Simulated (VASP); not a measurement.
Input of a VASP 6.6.1 run:

The input POSCAR:

```
GaN
1.0
    3.1831495935      0.0000000000      0.0000000000
   -1.5915747967      2.7566884120      0.0000000000
    0.0000000000      0.0000000000      5.1836256325
Ga N
2 2
Direct
    0.3333333333      0.6666666667     -0.0008868489
    0.6666666667      0.3333333333      0.4991131511
    0.3333333333      0.6666666667      0.3758868489
    0.6666666667      0.3333333333      0.8758868489
```

INCAR.step1

```
SYSTEM = GaN
PREC = Accurate
ENCUT = 1460
ISMEAR = 0
SIGMA = 0.01
LREAL = .False.
LASPH = .True.
NELM = 120
NBANDS = 26
GGA = PE
ALGO = Normal
EDIFF = 1E-5
LWAVE = .True.
LCHARG = .False.
GGA_COMPAT = .False.
```

INCAR.step2

```
SYSTEM = GaN
PREC = Accurate
ENCUT = 1460
EDIFF = 1E-6
ISMEAR = 0
SIGMA = 0.01
LREAL = .False.
LASPH = .True.
NELM = 120
ALGO = Normal
ISIF = 2
LWAVE = .False.
LCHARG = .False.
METAGGA = R2SCAN
LMIXTAU = .True.
NBANDS = 26
ISTART = 1
GGA_COMPAT = .False.
```

The input KPOINTS:

```
regular mesh
0
Gamma
  9 9 4
  0 0 0
```

Potentials or basis: VASP PAW PBE potentials, release 64 (Ga_d, N_h).

Command:

```bash
$ cat potpaw_PBE.64/Ga_d/POTCAR potpaw_PBE.64/N_h/POTCAR > POTCAR
$ cp INCAR.step1 INCAR
$ mpirun -np 1 vasp_std > vasp.out
$ cp INCAR.step2 INCAR
$ mpirun -np 1 vasp_std > vasp.out
```

(1) Predict the band gap on the k mesh.

(2) Predict the pressure.

## Answers

(1) 2.34 eV.

(2) 1.0 GPa.

Caveat: the PAW data sets were made with another functional, which shifts forces and pressure a little.
